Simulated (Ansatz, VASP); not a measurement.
Au: VASP beside Ansatz

The input INCAR:

```
PREC = Accurate
ENCUT = 520
EDIFF = 1E-7
ISMEAR = 0
SIGMA = 0.15
LREAL = False
LASPH = True
NELM = 80
ALGO = Fast
ISIF = 2
LWAVE = False
LCHARG = True
GGA = PS
LELF = True
LVHAR = True
NBANDS = 18
```

KPOINTS

```
regular mesh
0
Gamma
  18 18 10
```

The input POSCAR:

```
Au
1.0
    2.8999984104      0.0000000000      0.0000000000
   -1.4499992052      2.5114722944      0.0000000000
    0.0000000000      0.0000000000      4.8800000000
Au
2
Direct
    0.3731506151      0.7463012302      0.7090163934
    0.6666666667      0.3333333333      0.2500000000
```

Input for Ansatz:

```yaml
crystal:
  lattice:
    - [2.8999984104, 0.0, 0.0]
    - [-1.4499992052, 2.5114722944, 0.0]
    - [0.0, 0.0, 4.88]
  atoms:
    - { symbol: Au, position: [0.3731506151, 0.7463012302, 0.7090163934] }
    - { symbol: Au, position: [0.6666666667, 0.3333333333, 0.25] }
basis:
  ecutwfc: 420
kpoints:
  mp_grid: { grid: [18, 18, 10] }
hamiltonian:
  xc: pbesol
scf:
  occupations: { method: gaussian, width: 0.15 }
output:
  forces: true
  stress: true
  eigenvalues: true
  write_density: true
  write_potential: true
  elf: true
  volumetric_format: npy
```

Alike in both runs: task single point; functional PBEsol; k mesh 18 × 18 × 10; occupations gaussian, width 0.15 eV; no spin polarisation.

```csv
,VASP,Ansatz
version,VASP 6.6.1,Ansatz 0.2.0
potentials or method,"VASP PAW PBE potentials, release 64 (Au), cutoff 520 eV","scalar-relativistic, plane waves, PAW"
valence electrons in the cell,22,38
```

Ansatz gave:

```
gap on the k mesh at the Fermi level (eV)                     : none
pressure (GPa)                                                : -2.6
traceless stress, the component that is largest in VASP (GPa) : 2.33
rms of the force components (eV/Å)                            : 0.799
```

What did VASP give for the same quantities?

gap on the k mesh at the Fermi level (eV): none; pressure (GPa): -2.9; traceless stress, the component that is largest in VASP (GPa): 2.32; rms of the force components (eV/Å): 0.794.

VASP's potentials were made for PBE, not for PBEsol. Atom by atom the forces differ by 0.005 eV/Å (rms over components). A gap of «none» marks a metal or a gap that the smearing closes. VASP's potentials hold 22 valence electrons a cell and Ansatz's 38, so a difference there can come from the potentials and not from the codes.

Spin-orbit coupling is off throughout.
